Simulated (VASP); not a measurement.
# As in VASP: single point with PBE

Aim: the single point of As with PBE.

All numbers are computed with VASP 6.6.1; they aren't measurements. Logs are shortened: lines on timing, memory, paths and dates and some standing lists are left out, and cuts for length are marked.

### 1 The cell of the first run

The cell holds a slab with vacuum, 6 atoms: a = 6.218 Å, b = 6.218 Å, c = 20.000 Å, α = 90.00°, β = 90.00°, γ = 120.00°.

### 2 Single point, PBE

INCAR

```
ALGO = Normal
DIPOL = 0.5 0.5 0.605
EDIFF = 1E-6
ENCUT = 400
GGA = PE
GGA_COMPAT = False
IDIPOL = 3
ISIF = 2
ISMEAR = 0
LASPH = True
LCHARG = True
LDIPOL = True
LELF = True
LREAL = False
LVACPOTAV = True
LVHAR = True
LWAVE = False
NBANDS = 24
NELM = 120
NELMDL = -8
PREC = Accurate
SIGMA = 0.04
```

KPOINTS

```
k-points
0
Gamma
  6 6 1
```

POSCAR

```
As
1.0
    6.2184635915      0.0000000000      0.0000000000
   -3.1092317958      5.3853474428      0.0000000000
    0.0000000000      0.0000000000     20.0000000000
As
6
Direct
    0.6666670000      0.6666670000      0.5700176773
    0.3334612991      0.9997408275      0.5700172174
    1.0004020162      0.3334305674      0.5700170647
    0.3335169129      0.3331363861      0.6398196068
    1.0000311007      0.6666088880      0.6398111337
    0.6669895043      1.0000962428      0.6398169448
```

Potentials or basis: VASP PAW PBE potentials, release 64 (As).

Run with:

```bash
$ cat potpaw_PBE.64/As/POTCAR > POTCAR
$ mpirun -np 1 vasp_std > vasp.out
```

OUTCAR:

```text
EDIFF = 1E-6
   ENCUT = 400
   GGA = PE
   ISIF = 2
   ISMEAR = 0
   LASPH = True
   LREAL = False
   NELM = 120
   NELMDL = -8
   PREC = Accurate

 ion  position               nearest neighbor table
   1  0.667  0.667  0.570-   6 2.50   4 2.50   5 2.50
   2  0.333  1.000  0.570-   5 2.50   6 2.50   4 2.50
   3  0.000  0.333  0.570-   4 2.50   5 2.50   6 2.50
   4  0.334  0.333  0.640-   3 2.50   1 2.50   2 2.50
   5  0.000  0.667  0.640-   2 2.50   3 2.50   1 2.50
   6  0.667  0.000  0.640-   1 2.50   2 2.50   3 2.50

  LATTYP: Found a hexagonal cell.
 ALAT       =     6.2184635915
 C/A-ratio  =     3.2162285275

  Lattice vectors:

 A1 = (   6.2184635915,   0.0000000000,   0.0000000000)
 A2 = (  -3.1092317958,   5.3853474428,   0.0000000000)
 A3 = (   0.0000000000,   0.0000000000,  20.0000000000)

Analysis of symmetry for initial positions (statically):
=====================================================================
 Subroutine PRICEL returns:
 Original cell was already a primitive cell.

 Routine SETGRP: Setting up the symmetry group for a
 hexagonal supercell.

 Subroutine GETGRP returns: Found  1 space group operations
 (whereof  1 operations were pure point group operations)
 out of a pool of 24 trial point group operations.

The static configuration has the point symmetry C_1 .

Analysis of symmetry for dynamics (positions and initial velocities):
=====================================================================
 Subroutine PRICEL returns:
 Original cell was already a primitive cell.

 Routine SETGRP: Setting up the symmetry group for a
 hexagonal supercell.

 Subroutine GETGRP returns: Found  1 space group operations
 (whereof  1 operations were pure point group operations)
 out of a pool of 24 trial point group operations.

The dynamic configuration has the point symmetry C_1 .

 Subroutine INISYM returns: Found  1 space group operations
 (whereof  1 operations are pure point group operations),
 and found     1 'primitive' translations

----------------------------------------------------------------------------------------

                                     Primitive cell

  volume of cell :     669.7717

  direct lattice vectors                    reciprocal lattice vectors
     6.218463591  0.000000000  0.000000000     0.160811426  0.092844520  0.000000000
    -3.109231796  5.385347443  0.000000000     0.000000000  0.185689041  0.000000000
     0.000000000  0.000000000 20.000000000     0.000000000  0.000000000  0.050000000

  length of vectors
     6.218463591  6.218463592 20.000000000     0.185689041  0.185689041  0.050000000

  position of ions in fractional coordinates (direct lattice)
     0.666667000  0.666667000  0.570017677
     0.333461299  0.999740827  0.570017217
     0.000402016  0.333430567  0.570017065
     0.333516913  0.333136386  0.639819607
     0.000031101  0.666608888  0.639811134
     0.666989504  0.000096243  0.639816945

  ion indices of the primitive-cell ions
   primitive index   ion index
                 1           1
                 2           2
                 3           3
                 4           4
                 5           5
                 6           6

----------------------------------------------------------------------------------------

 KPOINTS: k-points

Automatic generation of k-mesh.
 Grid dimensions read from file:
 generate k-points for:    6    6    1

 Generating k-lattice:

  Cartesian coordinates                     Fractional coordinates (reciprocal lattice)
     0.026801904  0.015474087  0.000000000     0.166666667  0.000000000  0.000000000
     0.000000000  0.030948173  0.000000000     0.000000000  0.166666667  0.000000000
     0.000000000  0.000000000  0.050000000     0.000000000  0.000000000  1.000000000

  Length of vectors
     0.030948173  0.030948173  0.050000000

  Shift w.r.t. Gamma in fractional coordinates (k-lattice)
     0.000000000  0.000000000  0.000000000

 Subroutine IBZKPT returns following result:
 ===========================================

 Found     20 irreducible k-points:

 Following reciprocal coordinates:
            Coordinates               Weight
  0.000000  0.000000  0.000000      1.000000
  0.166667  0.000000  0.000000      2.000000
  0.000000  0.166667  0.000000      2.000000
 -0.166667  0.166667  0.000000      2.000000
  0.333333  0.000000  0.000000      2.000000
  0.000000  0.333333  0.000000      2.000000
[... 12 lines left out ...]
  0.500000 -0.166667  0.000000      2.000000
  0.333333  0.333333  0.000000      2.000000
   k-points           NKPTS =     20   k-points in BZ     NKDIM =     20   number of bands    NBANDS=     24
   number of dos      NEDOS =    301   number of ions     NIONS =      6
   total plane-waves  NPLWV = 246960
   dimension x,y,z NGX =    42 NGY =   42 NGZ =  140
   dimension x,y,z NGXF=    84 NGYF=   84 NGZF=  280
   ions per type =               6
   NGX,Y,Z   is equivalent  to a cutoff of  11.23, 11.23, 11.64 a.u.
   NGXF,Y,Z  is equivalent  to a cutoff of  22.46, 22.46, 23.27 a.u.
 SYSTEM =  unknown system
   PREC   = accura    normal or accurate (medium, high low for compatibility)
   ISTART =      0    job   : 0-new  1-cont  2-samecut
   ICHARG =      2    charge: 1-file 2-atom 10-const
   ISPIN  =      1    spin polarized calculation?
   LNONCOLLINEAR =      F non collinear calculations
   LSORBIT =      F    spin-orbit coupling
   LASPH  =      T    aspherical Exc in radial PAW
   ENCUT  =  400.0 eV  29.40 Ry    5.42 a.u.  10.14 10.14 32.61*2*pi/ulx,y,z
   NELM   =    120;   NELMIN=  2; NELMDL= -8     # of ELM steps
   EDIFF  = 0.1E-05   stopping-criterion for ELM
   LREAL  =      F    real-space projection
   EDIFFG = 0.1E-04   stopping-criterion for IOM
   NSW    =      0    number of steps for IOM
   IBRION =     -1    ionic relax: 0-MD 1-quasi-New 2-CG
   NFREE  =      0    steps in history (QN), initial steepest desc. (CG)
   ISIF   =      2    stress and relaxation
   ISYM   =      2    0-nonsym 1-usesym 2-fastsym
   POTIM  = 0.5000    time-step for ionic-motion
   TEBEG  =    0.0;   TEEND  =   0.0 temperature during run
   PSTRESS=    0.0 pullay stress
   NELECT =      30.0000    total number of electrons
   NUPDOWN=      -1.0000    fix difference up-down
   EMIN   =  10.00;   EMAX   =-10.00  energy-range for DOS
   EFERMI =   0.00;   METHOD = LEGACY
   ISMEAR =     0;   SIGMA  =   0.04  broadening in eV -4-tet -1-fermi 0-gaus
   EFERMI_NEDOS =   21; number of points for ismear=-14 and -15
   IALGO  =     38    algorithm
   IMIX   =      4    mixing-type and parameters
     AMIX     =   0.40;   BMIX     =  1.00
     AMIX_MAG =   1.60;   BMIX_MAG =  1.00
  volume/ion in A,a.u.               =     111.63       753.31
  Fermi-wavevector in a.u.,A,eV,Ry     =   0.581397  1.098682  4.599079  0.338023
  Thomas-Fermi vector in A             =   1.625887
   LORBIT       =      0    0 simple, 1 ext, 2 COOP (PROOUT), +10 PAW based schemes
   GGA     = PE    functional components
   LHFCALC =     F    Hartree Fock is set to
   AEXX    =    0.0000 exact exchange contribution
   IVDW    =     0    specifies the selected vdW correction
   LEPSILON=     F    determine dielectric tensor
   LRPA    =     F    only Hartree local field effects (RPA)
 non-spin polarized calculation
 Gauss-broadening in eV      SIGMA  =   0.04
  energy-cutoff  :      400.00
  volume of cell :      669.77
 maximum number of plane-waves:     12198
 NGX is ok and might be reduce to    42
   NGX = 21   NGY = 21   NGZ = 65

 dipolmoment           0.000000      0.000000      0.000061 electrons x Angstroem

 number of electron      30.0000003 magnetization

 dipolmoment           0.000000      0.000000     -0.000001 electrons x Angstroem

 Free energy of the ion-electron system (eV)
  ---------------------------------------------------
  ext. energy  EPLUGINS =         0.00000000
  ---------------------------------------------------
  free energy    TOTEN  =       -27.99636983 eV

  energy without entropy =      -27.99636983  energy(sigma->0) =      -27.99636983

 E-fermi :  -3.2523     XC(G=0):  -2.6131

 val. band max:       -3.4405217448   @ k =   0.0000   0.0000   0.0000
 cond. band min:      -1.8501548656   @ k =   0.3333   0.3333   0.0000
 fundamental gap:      1.5903668792
 Fermi energy:        -3.2523390272

 k-point     1 :       0.0000    0.0000    0.0000
  band No.  band energies     occupation
      1     -17.0001      2.00000
      2     -13.4170      2.00000
      3     -13.4170      2.00000
      4     -13.4148      2.00000
      5     -13.4147      2.00000
      6     -10.6510      2.00000
[... 16 lines left out ...]
     23       1.1192      0.00000
     24       1.1194      0.00000

 k-point     2 :       0.1667    0.0000    0.0000
  band No.  band energies     occupation
      1     -16.8760      2.00000
      2     -14.2434      2.00000
      3     -14.0301      2.00000
      4     -12.8644      2.00000
      5     -12.6098      2.00000
      6     -10.6326      2.00000
[... 16 lines left out ...]
     23       0.8520      0.00000
     24       1.4311      0.00000

 k-point     3 :       0.0000    0.1667    0.0000
  band No.  band energies     occupation
      1     -16.8760      2.00000
      2     -14.2434      2.00000
      3     -14.0302      2.00000
      4     -12.8643      2.00000
      5     -12.6099      2.00000
      6     -10.6326      2.00000
[... 16 lines left out ...]
     23       0.8520      0.00000
     24       1.4311      0.00000
[... 406 lines left out ...]
 k-point    19 :       0.5000   -0.1667    0.0000
  band No.  band energies     occupation
      1     -16.1497      2.00000
      2     -15.4653      2.00000
      3     -14.8902      2.00000
      4     -12.1527      2.00000
      5     -11.4365      2.00000
      6     -10.8352      2.00000
[... 16 lines left out ...]
     23       0.9610      0.00000
     24       1.0560      0.00000

 k-point    20 :       0.3333    0.3333    0.0000
  band No.  band energies     occupation
      1     -15.5824      2.00000
      2     -15.5820      2.00000
      3     -15.5809      2.00000
      4     -11.3691      2.00000
      5     -11.3683      2.00000
      6     -11.3681      2.00000
[... 16 lines left out ...]
     23       1.0974      0.00000
     24       1.0976      0.00000

------------------------ aborting loop because EDIFF is reached ----------------------------------------

  FORCE on cell =-STRESS in cart. coord.  units (eV):
  Direction    XX          YY          ZZ          XY          YZ          ZX
  --------------------------------------------------------------------------------------
  -------------------------------------------------------------------------------------
  Total        0.7359861      0.7362321      0.3016320      0.0000657     -0.0001837     -0.0003909
  in kB        1.7605703      1.7611588      0.7215412      0.0001573     -0.0004394     -0.0009351
  external PRESSURE =       1.4144234 kB  Pullay stress =       0.0000000 kB

 VOLUME and BASIS-vectors are now :
 -----------------------------------------------------------------------------
  energy-cutoff  :      400.00
  volume of cell :      669.77
      direct lattice vectors                 reciprocal lattice vectors
     6.218463591  0.000000000  0.000000000     0.160811426  0.092844520  0.000000000
    -3.109231796  5.385347443  0.000000000     0.000000000  0.185689041  0.000000000
     0.000000000  0.000000000 20.000000000     0.000000000  0.000000000  0.050000000

 POSITION                                       TOTAL-FORCE (eV/Angst)
 -----------------------------------------------------------------------------------
      2.07282      3.59023     11.40035         0.006165     -0.002480     -0.076997
     -1.03481      5.38395     11.40034        -0.000657      0.006245     -0.076961
     -1.03421      1.79564     11.40034        -0.005268     -0.003625     -0.076938
      1.03816      1.79406     12.79639        -0.000096      0.002481      0.076946
     -2.07245      3.58992     12.79622         0.002124     -0.001316      0.076997
      4.14735      0.00052     12.79634        -0.002269     -0.001306      0.076952
 -----------------------------------------------------------------------------------
    total drift:                               -0.000074      0.000017     -0.000062

  FREE ENERGIE OF THE ION-ELECTRON SYSTEM (eV)
  ---------------------------------------------------
  free  energy   TOTEN  =       -27.9963698278 eV

  energy  without entropy=      -27.9963698278  energy(sigma->0) =      -27.99636983

 vacuum level on the upper side and lower side of the slab         1.895         1.895
```

Run time: 20 min. Hardware: 1 thread of Intel Xeon 8259CL, shared host; peak memory 0.61 GiB.

What came out:

```
Free energy            : -27.9964 eV
Largest force          : 0.077 eV/Å
Band gap on the k mesh : 1.59 eV
```

Forces in eV/Å, atoms in the order of the input:
```
As   0.006 -0.002 -0.077
As  -0.001  0.006 -0.077
As  -0.005 -0.004 -0.077
As   0.000  0.002  0.077
As   0.002 -0.001  0.077
As  -0.002 -0.001  0.077
```
